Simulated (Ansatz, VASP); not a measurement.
## Two plane-wave programs on ZnInGaO4

```
Zn In Ga O
1.0
     1.68033    0.97014    8.71341
    -1.68033    0.97014    8.71341
     0.00000   -1.94027    8.71341
Zn In Ga O
1 1 1 4
Direct
  0.21838 0.21838 0.21838
  0.00277 0.00277 0.00277
  0.78703 0.78703 0.78703
  0.29514 0.29514 0.29514
  0.71136 0.71136 0.71136
  0.12172 0.12172 0.12172
  0.86360 0.86360 0.86360
```

Alike in both runs: task single point; functional PBE; dispersion D3(BJ); k mesh 6 × 6 × 6; occupations gaussian, width 0.1 eV; no spin polarisation.

```csv
,VASP,Ansatz
version,VASP 6.6.1,Ansatz 0.2.0
potentials or method,"VASP PAW PBE potentials, release 64 (Zn, In_d, Ga_d, O), cutoff 520 eV","scalar-relativistic, plane waves, PAW"
valence electrons in the cell,62,62
```

```tsv
	VASP	Ansatz	Ansatz less VASP
gap on the k mesh at the Fermi level (eV)	1.05	1.07	+0.019
least direct gap on the mesh (eV)	1.05	1.07	+0.019
pressure (GPa)	-2.8	-3.4	-0.61
rms of the force components (eV/Å)	0.025	0.024	-0.0010
```

Atom by atom the forces differ by 0.003 eV/Å (rms over components).
